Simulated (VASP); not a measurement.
Write the native input for VASP 6.6.1 that does the following.

| Quantity | Value |
| --- | --- |
| Task | single point |
| Functional | PBEsol |
| Dispersion | D4 |
| Potentials or basis | VASP PAW PBE potentials, release 64 (Ge_d) |
| Cutoff | 520 eV |
| k mesh | 8 × 8 × 8 |
| Occupations | fermi-dirac, width 0.05 eV |
| Spin | no spin polarisation |
| Dipole correction | no |
| Further INCAR settings | ALGO = Normal; EDIFF = 1e-06; NBANDS = 21 |

The structure of Ge lies in POSCAR:

```
Ge
1.0
    0.0000000000      2.8289100000      2.8289100000
    2.8289100000      0.0000000000      2.8289100000
    2.8289100000      2.8289100000      0.0000000000
Ge
2
Direct
    0.7500000000      0.7500000000      0.7500000000
    0.5000000000      0.5000000000      0.5000000000
```

These files were run (other wordings do the same):

INCAR

```
SYSTEM = Ge
PREC = Accurate
ENCUT = 520
EDIFF = 1E-6
ISMEAR = -1
SIGMA = 0.05
LREAL = .False.
LASPH = .True.
NELM = 100
ALGO = Normal
ISIF = 2
LWAVE = .False.
LCHARG = .True.
GGA = PS
IVDW = 13
LELF = .True.
LVHAR = .True.
NBANDS = 21
```

KPOINTS

```
regular mesh
0
Gamma
  8 8 8
  0 0 0
```

Potentials or basis: VASP PAW PBE potentials, release 64 (Ge_d).

Run with:

```sh
$ cat potpaw_PBE.64/Ge_d/POTCAR > POTCAR
$ mpirun -np 1 vasp_std > vasp.out
```

Results of the run:

```
Pressure                   : -0.7 GPa
Band gap on the k mesh     : zero (filled and empty bands touch)
Dispersion energy per atom : -0.187 eV
```

Caveat: the PAW data sets were made with another functional, which shifts forces and pressure a little; pairwise dispersion overbinds metals, which lowers pressure and volume.

It took 21 s on 1 thread of AMD EPYC 7R13 Processor (Zen 3) (shared host), peak memory 0.14 GiB.
